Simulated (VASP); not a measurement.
# Si4Sn15C (P1) in VASP: a series of runs, part 2 of 2

VASP 6.6.1.

**3. Single point, PBE**

This run uses another cell than the first one, of 30.14 Å³/atom.

File INCAR:

```
  PREC = Accurate
  ENCUT = 520
  EDIFF = 1E-7
  ISMEAR = 0
  SIGMA = 0.1
  LREAL = Auto
  LASPH = T
  NELM = 60
  ALGO = Normal
  ISIF = 2
  LWAVE = F
  LCHARG = T
  GGA = PE
  LELF = T
  LVHAR = T
  NBANDS = 131
  ISYM = 0
```

File KPOINTS:

```
Automatic mesh
0
Gamma
  2 2 2
  0.5 0.5 0.5
```

File POSCAR:

```
Si4Sn15C
1.0
    3.2036726258      3.1766217629      6.0241434001
   -3.2052420289     -3.2238080222      6.0485212313
    9.4030121654     -6.2022588840      3.0405822351
C Si Sn
1 4 15
Direct
    0.5925019104      1.0021904965      0.8204056822
    0.4893480396      0.2753117710      0.8112406081
    0.8715457364      0.8965060296      0.8140324163
    0.4177449756      0.8922913661      0.9502392576
    0.7892221539      0.8807325430      0.1907552107
    0.1553042778      0.9936553407      0.6334113495
    0.1463160344      0.5424090658      0.8051022289
    0.0169926046     -0.0108234228     -0.0178617555
    0.4355119345     -0.0076020806      0.1638797463
    0.2904527866      0.4987569723      0.3988011588
    0.7874572560      0.9910738992      0.4039633104
    0.6758516522      0.4739908647      0.6399075888
    0.5165698131      0.5193442281      0.9567205058
    0.8939602357      0.5220244682      0.1974271135
    0.5533870506      0.8762273383      0.6496375099
    0.6699850338      0.3803781424      0.4106946736
    0.1881599400      0.8842958663      0.3924400353
    0.0707176136      0.3792460041      0.6217734424
    0.8845114487      0.3772851549      0.9860361166
    0.2921675242      0.3857538019      0.1754974128
```

Potentials or basis: VASP PAW PBE potentials, release 64 (C, Si, Sn_d).

On the command line:

```bash
> cat potpaw_PBE.64/C/POTCAR potpaw_PBE.64/Si/POTCAR potpaw_PBE.64/Sn_d/POTCAR > POTCAR
> mpirun -np 1 vasp_std > vasp.out
```

OUTCAR:

```text
PREC = Accurate
   ENCUT = 520
   EDIFF = 1E-7
   ISMEAR = 0
   LREAL = Auto
   LASPH = T
   NELM = 60
   ISIF = 2
   GGA = PE
   ISYM = 0

 ion  position               nearest neighbor table
   1  0.593  0.002  0.820-   4 1.95   2 2.00   3 2.01  15 2.42
   2  0.489  0.275  0.811-   1 2.00  12 2.65  13 2.71   7 2.82
   3  0.872  0.897  0.814-   1 2.01   6 2.68   8 2.76   7 2.88
   4  0.418  0.892  0.950-   1 1.95  13 2.71   9 2.73   8 2.80  15 3.32
   5  0.789  0.881  0.191-  14 2.61   9 2.67   8 2.69  11 2.69
   6  0.155  0.994  0.633-   3 2.68  18 2.81  17 2.92  15 2.94
   7  0.146  0.542  0.805-   2 2.82  19 2.84  18 2.85   3 2.88  13 3.72  12 3.72
   8  0.017  0.989  0.982-   5 2.69   3 2.76   4 2.80  19 2.82
   9  0.436  0.992  0.164-   5 2.67   4 2.73  20 2.87  17 2.91
  10  0.290  0.499  0.399-  16 2.79  17 2.80  18 2.81  20 2.81
  11  0.787  0.991  0.404-   5 2.69  16 2.83  17 2.86  15 3.03
  12  0.676  0.474  0.640-   2 2.65  18 2.80  16 2.85  15 2.92  13 3.51   7 3.72
  13  0.517  0.519  0.957-   4 2.71   2 2.71  19 2.80  20 2.84  12 3.51   7 3.72
  14  0.894  0.522  0.197-   5 2.61  20 2.82  16 2.82  19 2.82
  15  0.553  0.876  0.650-   1 2.42  12 2.92   6 2.94  11 3.03   4 3.32
  16  0.670  0.380  0.411-  10 2.79  14 2.82  11 2.83  12 2.85
  17  0.188  0.884  0.392-  10 2.80  11 2.86   9 2.91   6 2.92
  18  0.071  0.379  0.622-  12 2.80   6 2.81  10 2.81   7 2.85
  19  0.885  0.377  0.986-  13 2.80  14 2.82   8 2.82   7 2.84
  20  0.292  0.386  0.175-  10 2.81  14 2.82  13 2.84   9 2.87

IMPORTANT INFORMATION: All symmetrisations will be switched off!
NOSYMM: (Re-)initialisation of all symmetry stuff for point group C_1.

----------------------------------------------------------------------------------------

                                     Primitive cell

  volume of cell :     602.7792

  direct lattice vectors                    reciprocal lattice vectors
     3.203672626  3.176621763  6.024143400     0.045974117  0.110521600  0.083269708
    -3.205242029 -3.223808022  6.048521231    -0.078008792 -0.077813011  0.082517480
     9.403012165 -6.202258884  3.040582235     0.064094027 -0.064179919 -0.000242517

  length of vectors
     7.526270512  7.566447232 11.667467308     0.145816624  0.137656714  0.090703722

  position of ions in fractional coordinates (direct lattice)
     0.592501910  0.002190496  0.820405682
     0.489348040  0.275311771  0.811240608
     0.871545736  0.896506030  0.814032416
     0.417744976  0.892291366  0.950239258
     0.789222154  0.880732543  0.190755211
     0.155304278  0.993655341  0.633411350
[... 12 lines left out ...]
     0.884511449  0.377285155  0.986036117
     0.292167524  0.385753802  0.175497413

  ion indices of the primitive-cell ions
   primitive index   ion index
                 1           1
                 2           2
                 3           3
                 4           4
                 5           5
                 6           6
[... 12 lines left out ...]
                19          19
                20          20

----------------------------------------------------------------------------------------

 KPOINTS: Automatic mesh

Automatic generation of k-mesh.
 Grid dimensions read from file:
 generate k-points for:    2    2    2

 Generating k-lattice:

  Cartesian coordinates                     Fractional coordinates (reciprocal lattice)
     0.022987059  0.055260800  0.041634854     0.500000000 -0.000000000 -0.000000000
    -0.039004396 -0.038906505  0.041258740     0.000000000  0.500000000  0.000000000
     0.032047014 -0.032089959 -0.000121258     0.000000000 -0.000000000  0.500000000

  Length of vectors
     0.072908312  0.068828357  0.045351861

  Shift w.r.t. Gamma in fractional coordinates (k-lattice)
     0.500000000  0.500000000  0.500000000

 Subroutine IBZKPT returns following result:
 ===========================================

 Found      4 irreducible k-points:

 Following reciprocal coordinates:
            Coordinates               Weight
  0.250000  0.250000  0.250000      2.000000
 -0.250000  0.250000  0.250000      2.000000
  0.250000 -0.250000  0.250000      2.000000
 -0.250000 -0.250000  0.250000      2.000000
   k-points           NKPTS =      4   k-points in BZ     NKDIM =      4   number of bands    NBANDS=    131
   number of dos      NEDOS =    301   number of ions     NIONS =     20
   total plane-waves  NPLWV = 282240
   dimension x,y,z NGX =    56 NGY =   56 NGZ =   90
   dimension x,y,z NGXF=   112 NGYF=  112 NGZF=  180
   ions per type =               1   4  15
   NGX,Y,Z   is equivalent  to a cutoff of  12.37, 12.30, 12.82 a.u.
   NGXF,Y,Z  is equivalent  to a cutoff of  24.74, 24.61, 25.65 a.u.
 SYSTEM =  unknown system
   PREC   = accura    normal or accurate (medium, high low for compatibility)
   ISTART =      0    job   : 0-new  1-cont  2-samecut
   ICHARG =      2    charge: 1-file 2-atom 10-const
   ISPIN  =      1    spin polarized calculation?
   LNONCOLLINEAR =      F non collinear calculations
   LSORBIT =      F    spin-orbit coupling
   LASPH  =      T    aspherical Exc in radial PAW
   ENCUT  =  520.0 eV  38.22 Ry    6.18 a.u.  13.99 14.07 21.69*2*pi/ulx,y,z
   NELM   =     60;   NELMIN=  2; NELMDL= -5     # of ELM steps
   EDIFF  = 0.1E-06   stopping-criterion for ELM
   LREAL  =      T    real-space projection
   EDIFFG = 0.1E-05   stopping-criterion for IOM
   NSW    =      0    number of steps for IOM
   IBRION =     -1    ionic relax: 0-MD 1-quasi-New 2-CG
   NFREE  =      0    steps in history (QN), initial steepest desc. (CG)
   ISIF   =      2    stress and relaxation
   ISYM   =      0    0-nonsym 1-usesym 2-fastsym
   POTIM  = 0.5000    time-step for ionic-motion
   TEBEG  =    0.0;   TEEND  =   0.0 temperature during run
   PSTRESS=    0.0 pullay stress
   NELECT =     230.0000    total number of electrons
   NUPDOWN=      -1.0000    fix difference up-down
   EMIN   =  10.00;   EMAX   =-10.00  energy-range for DOS
   EFERMI =   0.00;   METHOD = LEGACY
   ISMEAR =     0;   SIGMA  =   0.10  broadening in eV -4-tet -1-fermi 0-gaus
   EFERMI_NEDOS =   21; number of points for ismear=-14 and -15
   IALGO  =     38    algorithm
   IMIX   =      4    mixing-type and parameters
     AMIX     =   0.40;   BMIX     =  1.00
     AMIX_MAG =   1.60;   BMIX_MAG =  1.00
  volume/ion in A,a.u.               =      30.14       203.39
  Fermi-wavevector in a.u.,A,eV,Ry     =   1.187403  2.243866 19.183196  1.409925
  Thomas-Fermi vector in A             =   2.323555
   LORBIT       =      0    0 simple, 1 ext, 2 COOP (PROOUT), +10 PAW based schemes
   GGA     = PE    functional components
   LHFCALC =     F    Hartree Fock is set to
   AEXX    =    0.0000 exact exchange contribution
   IVDW    =     0    specifies the selected vdW correction
   LEPSILON=     F    determine dielectric tensor
   LRPA    =     F    only Hartree local field effects (RPA)
 non-spin polarized calculation
 Gauss-broadening in eV      SIGMA  =   0.10
  energy-cutoff  :      520.00
  volume of cell :      602.78
 maximum number of plane-waves:     16260
   NGX = 27   NGY = 29   NGZ = 43

 number of electron     229.9999976 magnetization

 Free energy of the ion-electron system (eV)
  ---------------------------------------------------
  ext. energy  EPLUGINS =         0.00000000
  ---------------------------------------------------
  free energy    TOTEN  =       -83.84222981 eV

  energy without entropy =      -83.81527367  energy(sigma->0) =      -83.82875174

 E-fermi :   5.4224     XC(G=0):  -9.0629

 val. band max:        5.3689598913   @ k =   0.2500   0.2500   0.2500
 cond. band min:       5.4908146080   @ k =   0.2500  -0.2500   0.2500
 fundamental gap:      0.1218547167
 Fermi energy:         5.4224265812

 k-point     1 :       0.2500    0.2500    0.2500
  band No.  band energies     occupation
      1     -16.2237      2.00000
      2     -16.2186      2.00000
      3     -16.1985      2.00000
      4     -16.1730      2.00000
      5     -16.1624      2.00000
      6     -16.0260      2.00000
[... 509 lines left out ...]
    126       7.5206      0.00000
    127       7.6592      0.00000
 [bands above 127 left out]

------------------------ aborting loop because EDIFF is reached ----------------------------------------

  FORCE on cell =-STRESS in cart. coord.  units (eV):
  Direction    XX          YY          ZZ          XY          YZ          ZX
  --------------------------------------------------------------------------------------
  -------------------------------------------------------------------------------------
  Total       -0.1758429     -0.1581639     -0.1839442      0.0290049      0.0078657      0.0002248
  in kB       -0.4673876     -0.4203970     -0.4889206      0.0770946      0.0209070      0.0005976
  external PRESSURE =      -0.4589018 kB  Pullay stress =       0.0000000 kB

 VOLUME and BASIS-vectors are now :
 -----------------------------------------------------------------------------
  energy-cutoff  :      520.00
  volume of cell :      602.78
      direct lattice vectors                 reciprocal lattice vectors
     3.203672626  3.176621763  6.024143400     0.045974117  0.110521600  0.083269708
    -3.205242029 -3.223808022  6.048521231    -0.078008792 -0.077813011  0.082517480
     9.403012165 -6.202258884  3.040582235     0.064094027 -0.064179919 -0.000242517

 POSITION                                       TOTAL-FORCE (eV/Angst)
 -----------------------------------------------------------------------------------
      9.60545     -3.21328      6.07708        -0.008206     -0.002419      0.004415
      8.31338     -4.36460      7.07978        -0.001869     -0.004516     -0.004754
      7.57299     -5.17043     13.14798         0.007815     -0.000631      0.004860
      7.41342     -7.44319     10.80288         0.007453     -0.015251     -0.002025
      1.49912     -1.51537     10.66152         0.007668     -0.003903      0.000116
      3.26861     -6.63859      8.87166         0.004879      0.013058     -0.007238
[... 12 lines left out ...]
     10.89610     -4.52219     10.60856        -0.004274      0.003582      0.003615
      1.34978     -1.40397      4.62691         0.007667      0.004457     -0.005829
 -----------------------------------------------------------------------------------
    total drift:                               -0.017920      0.034482     -0.000251

  FREE ENERGIE OF THE ION-ELECTRON SYSTEM (eV)
  ---------------------------------------------------
  free  energy   TOTEN  =       -83.8422298106 eV

  energy  without entropy=      -83.8152736727  energy(sigma->0) =      -83.82875174
```

It took 5.9 min on 1 thread of AMD EPYC 9R45 (Zen 5), shared host; peak memory 0.66 GiB.

Results:

```
Free energy            : -83.8422 eV
Pressure               : 0.0 GPa
Largest force          : 0.019 eV/Å
Band gap on the k mesh : zero (bands 115 and 116 overlap by 0.12 eV)
```

Forces on the atoms (eV/Å):
```
C   -0.008 -0.002  0.004
Si  -0.002 -0.005 -0.005
Si   0.008 -0.001  0.005
Si   0.007 -0.015 -0.002
Si   0.008 -0.004  0.000
Sn   0.005  0.013 -0.007
Sn  -0.008  0.001  0.008
Sn  -0.001 -0.002 -0.008
Sn  -0.003 -0.001 -0.005
Sn  -0.002  0.003 -0.007
Sn  -0.011  0.014  0.006
Sn  -0.002  0.009 -0.004
Sn   0.008 -0.003  0.000
Sn  -0.005  0.004  0.005
Sn  -0.001 -0.007  0.004
Sn  -0.003 -0.001  0.003
Sn  -0.005 -0.002  0.002
Sn   0.012 -0.007  0.002
Sn  -0.004  0.004  0.004
Sn   0.008  0.004 -0.006
```

Levels at points of the mesh, in eV from the Fermi level:
| k point | band 112 | band 113 | band 114 | band 115 | band 116 | band 117 | band 118 | band 119 |
| --- | --- | --- | --- | --- | --- | --- | --- | --- |
| (0.25, 0.25, 0.25) | -0.64 | -0.59 | -0.54 | -0.20 | -0.05 | 0.62 | 0.91 | 1.19 |

Caveat: the k points lie up to 0.46 Å⁻¹ apart; semilocal functionals underestimate gaps, so a narrow gap can read as zero; spin-orbit coupling is left out, which moves the levels of the heavy elements.
